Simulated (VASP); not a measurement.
# HgTe (Fm-3m) in VASP: a series of runs

The runs below take HgTe through single point, with PBEsol.

Everything below comes from runs of VASP 6.6.1. Logs are shortened: lines on timing, memory, paths and dates and some standing lists are left out, and cuts for length are marked.

### 1 The cell of the first run

Symmetry: Fm-3m, No. 225, cubic system. Conventional cell: a = 5.804 Å, b = 5.804 Å, c = 5.804 Å, α = 90.00°, β = 90.00°, γ = 90.00°. Hg (site symmetry m-3m) has 6 Te at 2.90 Å within 3.8 Å. Within 3.8 Å of Te (site symmetry m-3m) lie 6 Hg at 2.90 Å.

### 2 Single point, PBEsol (volume scaled by 0.98)

Input file INCAR:

```
PREC = Accurate
ENCUT = 520
EDIFF = 1E-6
ISMEAR = -1
SIGMA = 0.08
LREAL = False
LASPH = True
NELM = 80
ALGO = Normal
ISIF = 2
LWAVE = False
LCHARG = False
GGA = PS
NBANDS = 16
```

Input file KPOINTS:

```
Automatic mesh
0
Gamma
  12 12 12
```

Input file POSCAR:

```
HgTe
1.0
    0.0000000000      2.9018920266      2.9018920266
    2.9018920266      0.0000000000      2.9018920266
    2.9018920266      2.9018920266      0.0000000000
Hg Te
1 1
Direct
    0.0000000000      0.0000000000      0.0000000000
    0.5000000000      0.5000000000      0.5000000000
```

Potentials or basis: VASP PAW PBE potentials, release 64 (Hg, Te).

Started as:

```
> cat potpaw_PBE.64/Hg/POTCAR potpaw_PBE.64/Te/POTCAR > POTCAR
> mpirun -np 1 vasp_std > vasp.out
```

OUTCAR:

```text
PREC = Accurate
   ENCUT = 520
   EDIFF = 1E-6
   ISMEAR = -1
   LREAL = False
   LASPH = True
   NELM = 80
   ISIF = 2
   GGA = PS

 ion  position               nearest neighbor table
   1  0.000  0.000  0.000-   2 2.90   2 2.90   2 2.90   2 2.90   2 2.90   2 2.90
   2  0.500  0.500  0.500-   1 2.90   1 2.90   1 2.90   1 2.90   1 2.90   1 2.90

  LATTYP: Found a face centered cubic cell.
 ALAT       =     5.8037840532

  Lattice vectors:

 A1 = (   0.0000000000,   2.9018920266,   2.9018920266)
 A2 = (   2.9018920266,   0.0000000000,   2.9018920266)
 A3 = (   2.9018920266,   2.9018920266,   0.0000000000)

Analysis of symmetry for initial positions (statically):
=====================================================================
 Subroutine PRICEL returns:
 Original cell was already a primitive cell.

 Routine SETGRP: Setting up the symmetry group for a
 face centered cubic supercell.

 Subroutine GETGRP returns: Found 48 space group operations
 (whereof 48 operations were pure point group operations)
 out of a pool of 48 trial point group operations.

The static configuration has the point symmetry O_h .

Analysis of symmetry for dynamics (positions and initial velocities):
=====================================================================
 Subroutine PRICEL returns:
 Original cell was already a primitive cell.

 Routine SETGRP: Setting up the symmetry group for a
 face centered cubic supercell.

 Subroutine GETGRP returns: Found 48 space group operations
 (whereof 48 operations were pure point group operations)
 out of a pool of 48 trial point group operations.

The dynamic configuration has the point symmetry O_h .

 Subroutine INISYM returns: Found 48 space group operations
 (whereof 48 operations are pure point group operations),
 and found     1 'primitive' translations

----------------------------------------------------------------------------------------

                                     Primitive cell

  volume of cell :      48.8735

  direct lattice vectors                    reciprocal lattice vectors
     0.000000000  2.901892027  2.901892027    -0.172301380  0.172301380  0.172301380
     2.901892027  0.000000000  2.901892027     0.172301380 -0.172301380  0.172301380
     2.901892027  2.901892027  0.000000000     0.172301380  0.172301380 -0.172301380

  length of vectors
     4.103895061  4.103895061  4.103895061     0.298434744  0.298434744  0.298434744

  position of ions in fractional coordinates (direct lattice)
     0.000000000  0.000000000  0.000000000
     0.500000000  0.500000000  0.500000000

  ion indices of the primitive-cell ions
   primitive index   ion index
                 1           1
                 2           2

----------------------------------------------------------------------------------------

 KPOINTS: Automatic mesh

Automatic generation of k-mesh.
 Grid dimensions read from file:
 generate k-points for:   12   12   12

 Generating k-lattice:

  Cartesian coordinates                     Fractional coordinates (reciprocal lattice)
    -0.014358448  0.014358448  0.014358448     0.083333333  0.000000000  0.000000000
     0.014358448 -0.014358448  0.014358448     0.000000000  0.083333333  0.000000000
     0.014358448  0.014358448 -0.014358448     0.000000000  0.000000000  0.083333333

  Length of vectors
     0.024869562  0.024869562  0.024869562

  Shift w.r.t. Gamma in fractional coordinates (k-lattice)
     0.000000000  0.000000000  0.000000000

 Subroutine IBZKPT returns following result:
 ===========================================

 Found     72 irreducible k-points:

 Following reciprocal coordinates:
            Coordinates               Weight
  0.000000  0.000000  0.000000      1.000000
  0.083333  0.000000  0.000000      8.000000
  0.166667  0.000000  0.000000      8.000000
  0.250000  0.000000  0.000000      8.000000
  0.333333  0.000000  0.000000      8.000000
  0.416667  0.000000  0.000000      8.000000
[... 16 lines left out ...]
  0.500000  0.166667  0.000000     24.000000
 -0.416667  0.166667  0.000000     24.000000
 [... further k-points ...]
   k-points           NKPTS =     72   k-points in BZ     NKDIM =     72   number of bands    NBANDS=     16
   number of dos      NEDOS =    301   number of ions     NIONS =      2
   total plane-waves  NPLWV =  32768
   dimension x,y,z NGX =    32 NGY =   32 NGZ =   32
   dimension x,y,z NGXF=    64 NGYF=   64 NGZF=   64
   ions per type =               1   1
   NGX,Y,Z   is equivalent  to a cutoff of  12.96, 12.96, 12.96 a.u.
   NGXF,Y,Z  is equivalent  to a cutoff of  25.93, 25.93, 25.93 a.u.
 SYSTEM =  unknown system
   PREC   = accura    normal or accurate (medium, high low for compatibility)
   ISTART =      0    job   : 0-new  1-cont  2-samecut
   ICHARG =      2    charge: 1-file 2-atom 10-const
   ISPIN  =      1    spin polarized calculation?
   LNONCOLLINEAR =      F non collinear calculations
   LSORBIT =      F    spin-orbit coupling
   LASPH  =      T    aspherical Exc in radial PAW
   ENCUT  =  520.0 eV  38.22 Ry    6.18 a.u.   7.63  7.63  7.63*2*pi/ulx,y,z
   NELM   =     80;   NELMIN=  2; NELMDL= -5     # of ELM steps
   EDIFF  = 0.1E-05   stopping-criterion for ELM
   LREAL  =      F    real-space projection
   EDIFFG = 0.1E-04   stopping-criterion for IOM
   NSW    =      0    number of steps for IOM
   IBRION =     -1    ionic relax: 0-MD 1-quasi-New 2-CG
   NFREE  =      0    steps in history (QN), initial steepest desc. (CG)
   ISIF   =      2    stress and relaxation
   ISYM   =      2    0-nonsym 1-usesym 2-fastsym
   POTIM  = 0.5000    time-step for ionic-motion
   TEBEG  =    0.0;   TEEND  =   0.0 temperature during run
   PSTRESS=    0.0 pullay stress
   NELECT =      18.0000    total number of electrons
   NUPDOWN=      -1.0000    fix difference up-down
   EMIN   =  10.00;   EMAX   =-10.00  energy-range for DOS
   EFERMI =   0.00;   METHOD = LEGACY
   ISMEAR =    -1;   SIGMA  =   0.08  broadening in eV -4-tet -1-fermi 0-gaus
   EFERMI_NEDOS =   21; number of points for ismear=-14 and -15
   IALGO  =     38    algorithm
   IMIX   =      4    mixing-type and parameters
     AMIX     =   0.40;   BMIX     =  1.00
     AMIX_MAG =   1.60;   BMIX_MAG =  1.00
  volume/ion in A,a.u.               =      24.44       164.91
  Fermi-wavevector in a.u.,A,eV,Ry     =   1.173477  2.217549 18.735865  1.377047
  Thomas-Fermi vector in A             =   2.309889
   LORBIT       =      0    0 simple, 1 ext, 2 COOP (PROOUT), +10 PAW based schemes
   GGA     = PS    functional components
   LHFCALC =     F    Hartree Fock is set to
   AEXX    =    0.0000 exact exchange contribution
   IVDW    =     0    specifies the selected vdW correction
   LEPSILON=     F    determine dielectric tensor
   LRPA    =     F    only Hartree local field effects (RPA)
 non-spin polarized calculation
  energy-cutoff  :      520.00
  volume of cell :       48.87
 maximum number of plane-waves:      1363
   NGX = 15   NGY = 15   NGZ = 15

 number of electron      18.0000002 magnetization

 Free energy of the ion-electron system (eV)
  ---------------------------------------------------
  ext. energy  EPLUGINS =         0.00000000
  ---------------------------------------------------
  free energy    TOTEN  =        -4.08564506 eV

  energy without entropy =       -4.06196780  energy(sigma->0) =       -4.07380643

 E-fermi :   6.0213     XC(G=0): -10.7653

 val. band max:        5.9784440847   @ k =   0.4167   0.0833   0.0000
 cond. band min:       6.0631730936   @ k =   0.3333   0.2500   0.0000
 fundamental gap:      0.0847290089
 Fermi energy:         6.0213106471

 k-point     1 :       0.0000    0.0000    0.0000
  band No.  band energies     occupation
      1      -7.1941      2.00000
      2      -1.2800      2.00000
      3      -1.2800      2.00000
      4      -1.2147      2.00000
      5      -1.2147      2.00000
      6      -1.2147      2.00000
[... 8 lines left out ...]
     15      14.1174      0.00000
     16      14.1174      0.00000

 k-point     2 :       0.0833    0.0000    0.0000
  band No.  band energies     occupation
      1      -7.1155      2.00000
      2      -1.3144      2.00000
      3      -1.3144      2.00000
      4      -1.2288      2.00000
      5      -1.2018      2.00000
      6      -1.2018      2.00000
[... 8 lines left out ...]
     15      14.1615      0.00000
     16      14.1615      0.00000

 k-point     3 :       0.1667    0.0000    0.0000
  band No.  band energies     occupation
      1      -6.8855      2.00000
      2      -1.4134      2.00000
      3      -1.4134      2.00000
      4      -1.2782      2.00000
      5      -1.1579      2.00000
      6      -1.1579      2.00000
[... 8 lines left out ...]
     15      14.4896      0.00000
     16      14.4896      0.00000

 k-point     4 :       0.2500    0.0000    0.0000
  band No.  band energies     occupation
      1      -6.5236      2.00000
      2      -1.5440      2.00000
      3      -1.5440      2.00000
      4      -1.3906      2.00000
      5      -1.0939      2.00000
      6      -1.0939      2.00000
[... 8 lines left out ...]
     15      15.0609      0.00000
     16      15.0609      0.00000
[... 324 lines left out ...]
 k-point    22 :       0.4167    0.1667    0.0000
  band No.  band energies     occupation
      1      -5.8585      2.00000
      2      -1.8072      2.00000
      3      -1.5372      2.00000
      4      -1.4531      2.00000
      5      -1.0099      2.00000
      6      -0.9581      2.00000
[... 8 lines left out ...]
     15      17.3673      0.00000
     16      17.6318      0.00000

 k-point    23 :       0.5000    0.1667    0.0000
  band No.  band energies     occupation
      1      -5.5695      2.00000
      2      -1.8440      2.00000
      3      -1.6476      2.00000
      4      -1.5436      2.00000
      5      -0.9520      2.00000
      6      -0.9393      2.00000
[... 8 lines left out ...]
     15      17.4808      0.00000
     16      18.0538      0.00000

 k-point    24 :      -0.4167    0.1667    0.0000
  band No.  band energies     occupation
      1      -5.5041      2.00000
      2      -1.9306      2.00000
      3      -1.7169      2.00000
      4      -1.4981      2.00000
      5      -0.9584      2.00000
      6      -0.9182      2.00000
[... 8 lines left out ...]
     15      16.4317      0.00000
     16      17.1865      0.00000

 [... further k-points ...]

------------------------ aborting loop because EDIFF is reached ----------------------------------------

  FORCE on cell =-STRESS in cart. coord.  units (eV):
  Direction    XX          YY          ZZ          XY          YZ          ZX
  --------------------------------------------------------------------------------------
  -------------------------------------------------------------------------------------
  Total        2.5328196      2.5328196      2.5328196      0.0000000      0.0000000     -0.0000000
  in kB       83.0311597     83.0311597     83.0311597      0.0000000      0.0000000     -0.0000000
  external PRESSURE =      83.0311597 kB  Pullay stress =       0.0000000 kB

 VOLUME and BASIS-vectors are now :
 -----------------------------------------------------------------------------
  energy-cutoff  :      520.00
  volume of cell :       48.87
      direct lattice vectors                 reciprocal lattice vectors
     0.000000000  2.901892027  2.901892027    -0.172301380  0.172301380  0.172301380
     2.901892027  0.000000000  2.901892027     0.172301380 -0.172301380  0.172301380
     2.901892027  2.901892027  0.000000000     0.172301380  0.172301380 -0.172301380

 POSITION                                       TOTAL-FORCE (eV/Angst)
 -----------------------------------------------------------------------------------
      0.00000      0.00000      0.00000        -0.000000     -0.000000     -0.000000
      2.90189      2.90189      2.90189         0.000000      0.000000      0.000000
 -----------------------------------------------------------------------------------
    total drift:                                0.000000     -0.000000     -0.000000

  FREE ENERGIE OF THE ION-ELECTRON SYSTEM (eV)
  ---------------------------------------------------
  free  energy   TOTEN  =        -4.0856450630 eV

  energy  without entropy=       -4.0619677987  energy(sigma->0) =       -4.07380643
```

Run time: 15 s. Hardware: 1 thread of Intel Xeon 6975P-C (Granite Rapids), shared host; peak memory 0.21 GiB.

What came out:

```
Free energy            : -4.0856 eV
Pressure               : 8.3 GPa
Band gap on the k mesh : zero (band 9 reaches 6.51 eV, above the bottom of band 10 at 3.12 eV)
```

Caveat: the PAW data sets were made with another functional, which shifts forces and pressure a little; spin-orbit coupling is left out, which moves the levels of the heavy elements.

### 3 Single point, PBEsol (volume scaled by 0.99)

Input file INCAR:

```
PREC = Accurate
ENCUT = 520
EDIFF = 1E-7
ISMEAR = -1
SIGMA = 0.08
LREAL = False
LASPH = True
NELM = 60
ALGO = Normal
ISIF = 2
LWAVE = False
LCHARG = True
GGA = PS
LELF = True
LVHAR = True
NBANDS = 16
```

Input file KPOINTS:

```
regular mesh
0
Gamma
  12 12 12
```

Input file POSCAR:

```
HgTe
1.0
    0.0000000000      2.9117290240      2.9117290240
    2.9117290240      0.0000000000      2.9117290240
    2.9117290240      2.9117290240      0.0000000000
Hg Te
1 1
Direct
    0.0000000000      0.0000000000      0.0000000000
    0.5000000000      0.5000000000      0.5000000000
```

Potentials or basis: VASP PAW PBE potentials, release 64 (Hg, Te).

Started as:

```
> cat potpaw_PBE.64/Hg/POTCAR potpaw_PBE.64/Te/POTCAR > POTCAR
> mpirun -np 1 vasp_std > vasp.out
```

OUTCAR:

```text
PREC = Accurate
   ENCUT = 520
   EDIFF = 1E-7
   ISMEAR = -1
   LREAL = False
   LASPH = True
   NELM = 60
   ISIF = 2
   GGA = PS

 ion  position               nearest neighbor table
   1  0.000  0.000  0.000-   2 2.91   2 2.91   2 2.91   2 2.91   2 2.91   2 2.91
   2  0.500  0.500  0.500-   1 2.91   1 2.91   1 2.91   1 2.91   1 2.91   1 2.91

  LATTYP: Found a face centered cubic cell.
 ALAT       =     5.8234580480

  Lattice vectors:

 A1 = (   0.0000000000,   2.9117290240,   2.9117290240)
 A2 = (   2.9117290240,   0.0000000000,   2.9117290240)
[... 624 lines left out ...]
      4      -1.5725      2.00000
      5      -1.0477      2.00000
      6      -1.0092      2.00000
[... 8 lines left out ...]
     15      16.2844      0.00000
     16      17.0182      0.00000

 [... further k-points ...]
[... 5 lines left out ...]
  --------------------------------------------------------------------------------------
  -------------------------------------------------------------------------------------
  Total        2.2517973      2.2517973      2.2517973     -0.0000000      0.0000000     -0.0000000
  in kB       73.0730137     73.0730137     73.0730137     -0.0000000      0.0000000     -0.0000000
  external PRESSURE =      73.0730137 kB  Pullay stress =       0.0000000 kB

 VOLUME and BASIS-vectors are now :
 -----------------------------------------------------------------------------
  energy-cutoff  :      520.00
  volume of cell :       49.37
      direct lattice vectors                 reciprocal lattice vectors
     0.000000000  2.911729024  2.911729024    -0.171719276  0.171719276  0.171719276
     2.911729024  0.000000000  2.911729024     0.171719276 -0.171719276  0.171719276
     2.911729024  2.911729024  0.000000000     0.171719276  0.171719276 -0.171719276

 POSITION                                       TOTAL-FORCE (eV/Angst)
 -----------------------------------------------------------------------------------
      0.00000      0.00000      0.00000         0.000000     -0.000000      0.000000
      2.91173      2.91173      2.91173        -0.000000      0.000000     -0.000000
 -----------------------------------------------------------------------------------
    total drift:                                0.000000     -0.000000     -0.000000

  FREE ENERGIE OF THE ION-ELECTRON SYSTEM (eV)
  ---------------------------------------------------
  free  energy   TOTEN  =        -4.1100747375 eV

  energy  without entropy=       -4.0862620173  energy(sigma->0) =       -4.09816838
```

Run time: 17 s. Hardware: 1 thread of Intel Xeon 6975P-C (Granite Rapids), shared host; peak memory 0.22 GiB.

What came out:

```
Free energy            : -4.1101 eV
Pressure               : 7.3 GPa
Band gap on the k mesh : zero (band 9 reaches 6.36 eV, above the bottom of band 10 at 3.03 eV)
```

Levels at points of the mesh, in eV from the Fermi level:
| k point | band 6 | band 7 | band 8 | band 9 | band 10 | band 11 | band 12 | band 13 |
| --- | --- | --- | --- | --- | --- | --- | --- | --- |
| (0.00, 0.00, 0.00) | -7.19 | -0.90 | -0.90 | -0.90 | -0.34 | 7.72 | 7.72 | 7.72 |
| (0.50, 0.00, 0.00) | -6.94 | -6.09 | 0.47 | 0.47 | 2.39 | 3.72 | 3.72 | 4.40 |
| (0.50, 0.50, 0.00) | -5.97 | -5.28 | -2.96 | -2.86 | -2.86 | 4.59 | 9.94 | 9.94 |

Caveat: the PAW data sets were made with another functional, which shifts forces and pressure a little; spin-orbit coupling is left out, which moves the levels of the heavy elements.

### 4 Single point, PBEsol (volume scaled by 1.02)

Input file INCAR:

```
SYSTEM = HgTe
  PREC = Accurate
  ENCUT = 520
  EDIFF = 1E-6
  ISMEAR = -1
  SIGMA = 0.08
  LREAL = .False.
  LASPH = .True.
  NELM = 60
  ALGO = Normal
  ISIF = 2
  LWAVE = .False.
  LCHARG = .False.
  GGA = PS
  NBANDS = 16
```

Input file KPOINTS:

```
regular mesh
0
Gamma
  12 12 12
  0 0 0
```

Input file POSCAR:

```
HgTe
1.0
    0.0000000000      2.9408482460      2.9408482460
    2.9408482460      0.0000000000      2.9408482460
    2.9408482460      2.9408482460      0.0000000000
Hg Te
1 1
Direct
    0.0000000000      0.0000000000      0.0000000000
    0.5000000000      0.5000000000      0.5000000000
```

Started as:

```
> cat potpaw_PBE.64/Hg/POTCAR potpaw_PBE.64/Te/POTCAR > POTCAR
> mpirun -np 1 vasp_std > vasp.out
```

Run time: 16 s. Hardware: 1 thread of Intel Xeon 6975P-C (Granite Rapids), shared host; peak memory 0.22 GiB.

It converged, with:

* Free energy: -4.1660 eV
* Pressure: 4.7 GPa
* Band gap on the k mesh: zero (band 9 reaches 5.94 eV, above the bottom of band 10 at 2.79 eV)

Levels at points of the mesh, in eV from the Fermi level:
```
           k point  band 7  band 8  band 9  band 10  band 11  band 12
(0.00, 0.00, 0.00)   -0.85   -0.85   -0.85    -0.50     7.69     7.69
(0.50, 0.00, 0.00)   -5.96    0.43    0.43     2.43     3.77     3.77
(0.50, 0.50, 0.00)   -5.05   -2.92   -2.72    -2.72     4.63     9.76
```

Caveat: the PAW data sets were made with another functional, which shifts forces and pressure a little; spin-orbit coupling is left out, which moves the levels of the heavy elements.

### 5 Overview

| cell | gap on the mesh (eV) | pressure (GPa) |
| --- | --- | --- |
| a = 4.104 Å, angles 60.0°, 2 atoms | none | 8.3 |
| a = 4.118 Å, angles 60.0°, 2 atoms | none | 7.3 |
| a = 4.159 Å, angles 60.0°, 2 atoms | none | 4.7 |

Alike in all rows: task single point; level PBEsol; potentials or basis VASP PAW PBE potentials, release 64 (Hg, Te); no spin polarisation; k mesh 12 × 12 × 12; cutoff (eV) 520; smearing fermi-dirac 0.08 eV.

Caveats: the PAW data sets were made with another functional, which shifts forces and pressure a little; spin-orbit coupling is left out, which moves the levels of the heavy elements.

Absolute energies hang on the potentials; compare differences alone.
